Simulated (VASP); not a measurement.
# Si2Ni in VASP: a series of runs

The runs below take Si2Ni through single point, with PBE.

Program: VASP 6.6.1. These are calculated values, not measurements. Logs are shortened: lines on timing, memory, paths and dates and some standing lists are left out, and cuts for length are marked.

## (1) The cell of the first run

The structure is cubic, space group Fm-3m (No. 225). Conventional cell: a = 5.406 Å, b = 5.406 Å, c = 5.406 Å, α = 90.00°, β = 90.00°, γ = 90.00°. Within 3.1 Å of Si (site symmetry -43m) lie 4 Ni at 2.34 Å and 6 Si at 2.70 Å. Within 3.1 Å of Ni (site symmetry m-3m) lie 8 Si at 2.34 Å.

## (2) Single point, PBE, collinear spin, ferromagnetic start

Contents of INCAR:

```
SYSTEM = Si2Ni
ALGO = Normal
EDIFF = 1E-7
ENCUT = 520
GGA = PE
ISIF = 2
ISMEAR = -1
ISPIN = 2
LASPH = .True.
LCHARG = .False.
LMAXMIX = 4
LORBIT = 11
LREAL = .False.
LWAVE = .False.
MAGMOM = 0 0 1.5
NBANDS = 20
NELM = 150
PREC = Accurate
SIGMA = 0.05
```

Contents of KPOINTS:

```
k-points
0
Gamma
  15 15 15
  0 0 0
```

Contents of POSCAR:

```
Si2Ni
1.0
    0.0000000000      2.7030000000      2.7030000000
    2.7030000000      0.0000000000      2.7030000000
    2.7030000000      2.7030000000      0.0000000000
Si Ni
2 1
Direct
    0.2500000000      0.2500000000      0.2500000000
    0.7500000000      0.7500000000      0.7500000000
    0.0000000000      0.0000000000      0.0000000000
```

Potentials or basis: VASP PAW PBE potentials, release 64 (Si, Ni).

Launch:

```bash
> cat potpaw_PBE.64/Si/POTCAR potpaw_PBE.64/Ni/POTCAR > POTCAR
> mpirun -np 1 vasp_std > vasp.out
```

OUTCAR:

```text
SYSTEM = Si2Ni
   EDIFF = 1E-7
   ENCUT = 520
   GGA = PE
   ISIF = 2
   ISMEAR = -1
   ISPIN = 2
   LASPH = .True.
   LORBIT = 11
   LREAL = .False.
   NELM = 150
   PREC = Accurate

 ion  position               nearest neighbor table
   1  0.250  0.250  0.250-   3 2.34   3 2.34   3 2.34   3 2.34   2 2.70   2 2.70   2 2.70   2 2.70
                             2 2.70   2 2.70
   2  0.750  0.750  0.750-   3 2.34   3 2.34   3 2.34   3 2.34   1 2.70   1 2.70   1 2.70   1 2.70
                             1 2.70   1 2.70
   3  0.000  0.000  0.000-   2 2.34   1 2.34   2 2.34   1 2.34   2 2.34   2 2.34   1 2.34   1 2.34

  LATTYP: Found a face centered cubic cell.
 ALAT       =     5.4060000000

  Lattice vectors:

 A1 = (   0.0000000000,   2.7030000000,   2.7030000000)
 A2 = (   2.7030000000,   0.0000000000,   2.7030000000)
 A3 = (   2.7030000000,   2.7030000000,   0.0000000000)

Analysis of symmetry for initial positions (statically):
=====================================================================
 Subroutine PRICEL returns:
 Original cell was already a primitive cell.

 Routine SETGRP: Setting up the symmetry group for a
 face centered cubic supercell.

 Subroutine GETGRP returns: Found 48 space group operations
 (whereof 48 operations were pure point group operations)
 out of a pool of 48 trial point group operations.

The static configuration has the point symmetry O_h .

Analysis of symmetry for dynamics (positions and initial velocities):
=====================================================================
 Subroutine PRICEL returns:
 Original cell was already a primitive cell.

 Routine SETGRP: Setting up the symmetry group for a
 face centered cubic supercell.

 Subroutine GETGRP returns: Found 48 space group operations
 (whereof 48 operations were pure point group operations)
 out of a pool of 48 trial point group operations.

The dynamic configuration has the point symmetry O_h .

Analysis of structural, dynamic, and magnetic symmetry:
=====================================================================
 Subroutine PRICEL returns:
 Original cell was already a primitive cell.

 Routine SETGRP: Setting up the symmetry group for a
 face centered cubic supercell.

 Subroutine GETGRP returns: Found 48 space group operations
 (whereof 48 operations were pure point group operations)
 out of a pool of 48 trial point group operations.

The overall configuration has the point symmetry O_h .

 Subroutine INISYM returns: Found 48 space group operations
 (whereof 48 operations are pure point group operations),
 and found     1 'primitive' translations

----------------------------------------------------------------------------------------

                                     Primitive cell

  volume of cell :      39.4974

  direct lattice vectors                    reciprocal lattice vectors
     0.000000000  2.703000000  2.703000000    -0.184979652  0.184979652  0.184979652
     2.703000000  0.000000000  2.703000000     0.184979652 -0.184979652  0.184979652
     2.703000000  2.703000000  0.000000000     0.184979652  0.184979652 -0.184979652

  length of vectors
     3.822619259  3.822619259  3.822619259     0.320394156  0.320394156  0.320394156

  position of ions in fractional coordinates (direct lattice)
     0.250000000  0.250000000  0.250000000
     0.750000000  0.750000000  0.750000000
     0.000000000  0.000000000  0.000000000

  ion indices of the primitive-cell ions
   primitive index   ion index
                 1           1
                 2           2
                 3           3

----------------------------------------------------------------------------------------

 KPOINTS: k-points

Automatic generation of k-mesh.
 Grid dimensions read from file:
 generate k-points for:   15   15   15

 Generating k-lattice:

  Cartesian coordinates                     Fractional coordinates (reciprocal lattice)
    -0.012331977  0.012331977  0.012331977     0.066666667  0.000000000  0.000000000
     0.012331977 -0.012331977  0.012331977     0.000000000  0.066666667  0.000000000
     0.012331977  0.012331977 -0.012331977     0.000000000  0.000000000  0.066666667

  Length of vectors
     0.021359610  0.021359610  0.021359610

  Shift w.r.t. Gamma in fractional coordinates (k-lattice)
     0.000000000  0.000000000  0.000000000

 Subroutine IBZKPT returns following result:
 ===========================================

 Found    120 irreducible k-points:

 Following reciprocal coordinates:
            Coordinates               Weight
  0.000000  0.000000  0.000000      1.000000
  0.066667  0.000000  0.000000      8.000000
  0.133333  0.000000  0.000000      8.000000
  0.200000  0.000000  0.000000      8.000000
  0.266667  0.000000  0.000000      8.000000
  0.333333  0.000000  0.000000      8.000000
[... 16 lines left out ...]
  0.133333  0.133333  0.000000      6.000000
  0.200000  0.133333  0.000000     24.000000
 [... further k-points ...]
   k-points           NKPTS =    120   k-points in BZ     NKDIM =    120   number of bands    NBANDS=     20
   number of dos      NEDOS =    301   number of ions     NIONS =      3
   total plane-waves  NPLWV =  21952
   dimension x,y,z NGX =    28 NGY =   28 NGZ =   28
   dimension x,y,z NGXF=    56 NGYF=   56 NGZF=   56
   ions per type =               2   1
   NGX,Y,Z   is equivalent  to a cutoff of  12.18, 12.18, 12.18 a.u.
   NGXF,Y,Z  is equivalent  to a cutoff of  24.35, 24.35, 24.35 a.u.
 SYSTEM =  Si2Ni
   PREC   = accura    normal or accurate (medium, high low for compatibility)
   ISTART =      0    job   : 0-new  1-cont  2-samecut
   ICHARG =      2    charge: 1-file 2-atom 10-const
   ISPIN  =      2    spin polarized calculation?
   LNONCOLLINEAR =      F non collinear calculations
   LSORBIT =      F    spin-orbit coupling
   LASPH  =      T    aspherical Exc in radial PAW
   ENCUT  =  520.0 eV  38.22 Ry    6.18 a.u.   7.11  7.11  7.11*2*pi/ulx,y,z
   NELM   =    150;   NELMIN=  2; NELMDL= -5     # of ELM steps
   EDIFF  = 0.1E-06   stopping-criterion for ELM
   LREAL  =      F    real-space projection
   EDIFFG = 0.1E-05   stopping-criterion for IOM
   NSW    =      0    number of steps for IOM
   IBRION =     -1    ionic relax: 0-MD 1-quasi-New 2-CG
   NFREE  =      0    steps in history (QN), initial steepest desc. (CG)
   ISIF   =      2    stress and relaxation
   ISYM   =      2    0-nonsym 1-usesym 2-fastsym
   POTIM  = 0.5000    time-step for ionic-motion
   TEBEG  =    0.0;   TEEND  =   0.0 temperature during run
   PSTRESS=    0.0 pullay stress
   NELECT =      18.0000    total number of electrons
   NUPDOWN=      -1.0000    fix difference up-down
   EMIN   =  10.00;   EMAX   =-10.00  energy-range for DOS
   EFERMI =   0.00;   METHOD = LEGACY
   ISMEAR =    -1;   SIGMA  =   0.05  broadening in eV -4-tet -1-fermi 0-gaus
   EFERMI_NEDOS =   21; number of points for ismear=-14 and -15
   IALGO  =     38    algorithm
   IMIX   =      4    mixing-type and parameters
     AMIX     =   0.40;   BMIX     =  1.00
     AMIX_MAG =   1.60;   BMIX_MAG =  1.00
  volume/ion in A,a.u.               =      13.17        88.85
  Fermi-wavevector in a.u.,A,eV,Ry     =   1.259823  2.380721 21.594550  1.587155
  Thomas-Fermi vector in A             =   2.393364
   LORBIT       =     11    0 simple, 1 ext, 2 COOP (PROOUT), +10 PAW based schemes
   GGA     = PE    functional components
   LHFCALC =     F    Hartree Fock is set to
   AEXX    =    0.0000 exact exchange contribution
   IVDW    =     0    specifies the selected vdW correction
   LEPSILON=     F    determine dielectric tensor
   LRPA    =     F    only Hartree local field effects (RPA)
 spin polarized calculation
  energy-cutoff  :      520.00
  volume of cell :       39.50
 maximum number of plane-waves:      1073
   NGX = 15   NGY = 15   NGZ = 15

 number of electron      17.9999999 magnetization      -0.0000485

 number of electron      17.9999999 magnetization       0.0000354

 Free energy of the ion-electron system (eV)
  ---------------------------------------------------
  ext. energy  EPLUGINS =         0.00000000
  ---------------------------------------------------
  free energy    TOTEN  =       -17.36506739 eV

  energy without entropy =      -17.35879373  energy(sigma->0) =      -17.36193056

 E-fermi :  10.4376     XC(G=0): -11.5865

 val. band max:       10.4058430006   @ k =   0.4000   0.2667   0.0000
 cond. band min:      10.4501440889   @ k =  -0.4000   0.4667   0.0667
 fundamental gap:      0.0443010882
 Fermi energy:        10.4376002900

 spin component 1

 k-point     1 :       0.0000    0.0000    0.0000
  band No.  band energies     occupation
      1      -3.3988      1.00000
      2       5.2484      1.00000
      3       5.2484      1.00000
      4       5.2484      1.00000
      5       6.9386      1.00000
      6       6.9386      1.00000
[... 12 lines left out ...]
     19      19.6278      0.00000
[... 513 lines left out ...]
      4       5.3455      1.00000
      5       6.5894      1.00000
      6       7.0275      1.00000
[... 12 lines left out ...]
     19      21.9649      0.00000
     20      25.4584      0.00000

 [... further k-points ...]

 spin component 2

 k-point     1 :       0.0000    0.0000    0.0000
  band No.  band energies     occupation
      1      -3.3988      1.00000
      2       5.2484      1.00000
      3       5.2484      1.00000
      4       5.2484      1.00000
      5       6.9386      1.00000
      6       6.9386      1.00000
[... 12 lines left out ...]
     19      19.6278      0.00000
[... 513 lines left out ...]
      4       5.3455      1.00000
      5       6.5894      1.00000
      6       7.0274      1.00000
[... 12 lines left out ...]
     19      21.9649      0.00000
     20      25.4584      0.00000

 [... further k-points ...]

------------------------ aborting loop because EDIFF is reached ----------------------------------------

  FORCE on cell =-STRESS in cart. coord.  units (eV):
  Direction    XX          YY          ZZ          XY          YZ          ZX
  --------------------------------------------------------------------------------------
  -------------------------------------------------------------------------------------
  Total        0.7889343      0.7889343      0.7889343     -0.0000000      0.0000000     -0.0000000
  in kB       32.0024550     32.0024550     32.0024550     -0.0000000      0.0000000     -0.0000000
  external PRESSURE =      32.0024550 kB  Pullay stress =       0.0000000 kB

 VOLUME and BASIS-vectors are now :
 -----------------------------------------------------------------------------
  energy-cutoff  :      520.00
  volume of cell :       39.50
      direct lattice vectors                 reciprocal lattice vectors
     0.000000000  2.703000000  2.703000000    -0.184979652  0.184979652  0.184979652
     2.703000000  0.000000000  2.703000000     0.184979652 -0.184979652  0.184979652
     2.703000000  2.703000000  0.000000000     0.184979652  0.184979652 -0.184979652

 POSITION                                       TOTAL-FORCE (eV/Angst)
 -----------------------------------------------------------------------------------
      1.35150      1.35150      1.35150        -0.000000      0.000000     -0.000000
      4.05450      4.05450      4.05450         0.000000      0.000000      0.000000
      0.00000      0.00000      0.00000        -0.000000     -0.000000     -0.000000
 -----------------------------------------------------------------------------------
    total drift:                               -0.000000     -0.000000      0.000000

  FREE ENERGIE OF THE ION-ELECTRON SYSTEM (eV)
  ---------------------------------------------------
  free  energy   TOTEN  =       -17.3650673898 eV

  energy  without entropy=      -17.3587937252  energy(sigma->0) =      -17.36193056

 total charge

# of ion       s       p       d       tot
------------------------------------------
    1        0.740   0.845   0.000   1.586
    2        0.740   0.845   0.000   1.586
    3        0.559   0.801   8.448   9.808
--------------------------------------------------
tot          2.040   2.492   8.448  12.979

 magnetization (x)

# of ion       s       p       d       tot
------------------------------------------
    1        0.000  -0.000   0.000   0.000
    2        0.000  -0.000   0.000   0.000
    3        0.000   0.000   0.000   0.000
--------------------------------------------------
tot          0.000  -0.000   0.000   0.000
```

Run time: 4.5 min. Hardware: 1 thread of Intel Xeon 8259CL, shared host; peak memory 0.27 GiB.

Results:

| Property | Result |
| --- | --- |
| Free energy | -17.3651 eV |
| Pressure | 3.2 GPa |
| Band gap on the k mesh | zero (filled and empty bands overlap) |
| Net moment | 0.00 μB per cell |
| Valence electrons inside the program's atomic spheres | Si 1.59; Ni 9.81 |

Levels at points of the mesh, in eV from the Fermi level:
Spin up:
| k point | band 6 | band 7 | band 8 | band 9 | band 10 | band 11 | band 12 | band 13 |
| --- | --- | --- | --- | --- | --- | --- | --- | --- |
| (0.00, 0.00, 0.00) | -3.50 | -0.28 | 1.71 | 1.71 | 1.71 | 2.30 | 2.30 | 2.30 |
Spin down:
| k point | band 6 | band 7 | band 8 | band 9 | band 10 | band 11 | band 12 | band 13 |
| --- | --- | --- | --- | --- | --- | --- | --- | --- |
| (0.00, 0.00, 0.00) | -3.50 | -0.28 | 1.71 | 1.71 | 1.71 | 2.30 | 2.30 | 2.30 |

Caveat: the cell stands under pressure.

## (3) Single point, PBE, collinear spin, ferromagnetic start (z stretched by +1 %, then relaxed in part)

Contents of INCAR:

```
SYSTEM = Si2Ni
ALGO     = Normal         ! electronic algorithm
EDIFF    = 1E-7           ! SCF threshold, eV
ENCUT    = 520            ! plane-wave cutoff, eV
GGA      = PE             ! functional
ISIF     = 2              ! what is computed and relaxed
ISMEAR   = -1             ! smearing method
ISPIN    = 2              ! spin polarisation
LASPH    = .TRUE.         ! aspherical terms in the spheres
LCHARG   = .TRUE.         ! write CHGCAR
LELF     = .TRUE.         ! ELF
LMAXMIX  = 4              ! l up to which the mixer works
LORBIT   = 11             ! projections on sites
LREAL    = .FALSE.        ! projectors in reciprocal space
LVHAR    = .TRUE.       
LWAVE    = .FALSE.        ! write WAVECAR
MAGMOM   = 0 0 1.5        ! initial moments
NBANDS   = 20             ! bands
NELM     = 150            ! most SCF steps
PREC     = Accurate       ! precision mode
SIGMA    = 0.05           ! smearing width, eV
```

Contents of KPOINTS:

```
k-points
0
G
  15 15 15
  0 0 0
```

Contents of POSCAR:

```
Si2Ni
1.0
    0.0000000000      2.7030000000      2.7300300000
    2.7030000000      0.0000000000      2.7300300000
    2.7030000000      2.7030000000      0.0000000000
Si Ni
2 1
Direct
    0.2500000000      0.2500000000      0.2500000000
    0.7500000000      0.7500000000      0.7500000000
    0.0000000000      0.0000000000      0.0000000000
```

Potentials or basis: VASP PAW PBE potentials, release 64 (Si, Ni).

Launch:

```bash
> cat potpaw_PBE.64/Si/POTCAR potpaw_PBE.64/Ni/POTCAR > POTCAR
> mpirun -np 1 vasp_std > vasp.out
```

Run time: 9.6 min. Hardware: 1 thread of Intel Xeon Platinum 8488C (Sapphire Rapids), shared host; peak memory 0.43 GiB.

It converged, with:

```yaml
Free_energy: -17.3707 eV
Pressure: 1.6 GPa
Band_gap_on_the_k_mesh: zero (filled and empty bands overlap)
Net_moment: 0.00 μB per cell
Valence_electrons_inside_the_program's_atomic_spheres: Si 1.58; Ni 9.78
```

Stress tensor (GPa, compression positive):
```
1.82 0.00 0.00
0.00 1.82 0.00
0.00 0.00 1.28
```

Levels at points of the mesh, in eV from the Fermi level:
Spin up:
| k point | band 6 | band 7 | band 8 | band 9 | band 10 | band 11 | band 12 | band 13 |
| --- | --- | --- | --- | --- | --- | --- | --- | --- |
| (0.00, 0.00, 0.00) | -3.42 | -0.35 | 1.67 | 1.67 | 1.79 | 2.25 | 2.36 | 2.36 |
Spin down:
```
           k point  band 5  band 6  band 7  band 8  band 9  band 10  band 11  band 12  band 13  band 14
(0.00, 0.00, 0.00)   -3.45   -3.42   -0.35    1.67    1.67     1.79     2.25     2.36     2.36     4.52
```

Caveat: the cell differs from its parent crystal (z stretched by +1 %, then relaxed in part).

## (4) Single point, PBE, collinear spin, ferromagnetic start (z stretched by -3 %, then relaxed in part)

Contents of INCAR:

```
ALGO     = Normal         # electronic algorithm
EDIFF    = 1E-6           # SCF threshold, eV
ENCUT    = 520            # plane-wave cutoff, eV
GGA      = PE             # functional
ISIF     = 2              # what is computed and relaxed
ISMEAR   = -1             # smearing method
ISPIN    = 2              # spin polarisation
LASPH    = True           # aspherical terms in the spheres
LCHARG   = False          # write CHGCAR
LMAXMIX  = 4              # l up to which the mixer works
LORBIT   = 11             # projections on sites
LREAL    = False          # projectors in reciprocal space
LWAVE    = False          # write WAVECAR
MAGMOM   = 0 0 1.5        # initial moments
NBANDS   = 20             # bands
NELM     = 150            # most SCF steps
PREC     = Accurate       # precision mode
SIGMA    = 0.05           # smearing width, eV
```

Contents of KPOINTS:

```
k-points
0
Gamma
  15 15 15
```

Contents of POSCAR:

```
Si2Ni
1.0
    0.0000000000      2.7030000000      2.6219100000
    2.7030000000      0.0000000000      2.6219100000
    2.7030000000      2.7030000000      0.0000000000
Si Ni
2 1
Direct
    0.2500000000      0.2500000000      0.2500000000
    0.7500000000      0.7500000000      0.7500000000
    0.0000000000      0.0000000000      0.0000000000
```

Launch:

```bash
> cat potpaw_PBE.64/Si/POTCAR potpaw_PBE.64/Ni/POTCAR > POTCAR
> mpirun -np 1 vasp_std > vasp.out
```

Wall time 4.1 min (1 thread of Intel Xeon 6975P-C (Granite Rapids), shared host); peak memory 0.41 GiB.

It converged, with:

```yaml
Free_energy: -17.3180 eV
Pressure: 8.4 GPa
Band_gap_on_the_k_mesh: zero (filled and empty bands overlap)
Net_moment: 0.00 μB per cell
Valence_electrons_inside_the_program's_atomic_spheres: Si 1.60; Ni 9.89
```

Stress tensor (GPa, compression positive):
```
7.84 0.00 0.00
0.00 7.84 0.00
0.00 0.00 9.59
```

Levels at points of the mesh, in eV from the Fermi level:
Spin up:
```csv
k point,band 6,band 7,band 8,band 9,band 10,band 11,band 12,band 13
"(0.00, 0.00, 0.00)",-3.66,-0.07,1.46,1.85,1.85,2.10,2.10,2.42
```
Spin down:
```
           k point  band 7  band 8  band 9  band 10  band 11  band 12
(0.00, 0.00, 0.00)   -0.07    1.46    1.85     1.85     2.10     2.10
```

Caveat: the cell differs from its parent crystal (z stretched by -3 %, then relaxed in part); the cell stands under pressure.
